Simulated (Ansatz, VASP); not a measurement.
**Lu3Hf2F in VASP and in Ansatz**

```xyz
6
Lattice="3.2386 0.0000 0.0000 0.0000 3.2386 0.0000 0.0000 0.0000 13.1800" Properties=species:S:1:pos:R:3 pbc="T T T"
Lu    0.0000    0.0000    9.3038
Lu    0.0000    0.0000    3.8761
Lu    1.6193    1.6193    6.5900
Hf    1.6193    1.6193   11.5339
Hf    1.6193    1.6193    1.6461
F     0.0000    0.0000    0.0000
```

Change from the starting cell: species swapped into the Er2Mg3Ru type (P4/mmm, No. 123).

Alike in both runs: functional PBE; k mesh 6 × 6 × 2; occupations gaussian, width 0.1 eV; no spin polarisation.

Ansatz relaxed the structure, and its values are those at the end. VASP's run is a single point on that final structure, the one shown.

|  | VASP | Ansatz |
| --- | --- | --- |
| version | VASP 6.6.1 | Ansatz 0.2.0 |
| potentials or method | VASP PAW PBE potentials, release 64 (Lu, Hf_pv, F), cutoff 520 eV | scalar-relativistic, plane waves, PAW |
| valence electrons in the cell | 102 | 134 |

```tsv
	VASP	Ansatz	Ansatz less VASP
gap on the k mesh at the Fermi level (eV)	none	none	-
pressure (GPa)	-0.2	-0.1	+0.11
rms of the force components (eV/Å)	0.013	0.008	-0.0049
```

A gap of «none» marks a metal or a gap that the smearing closes. VASP's potentials hold 102 valence electrons a cell and Ansatz's 134, so a difference there can come from the potentials and not from the codes.

Spin-orbit coupling is off throughout.
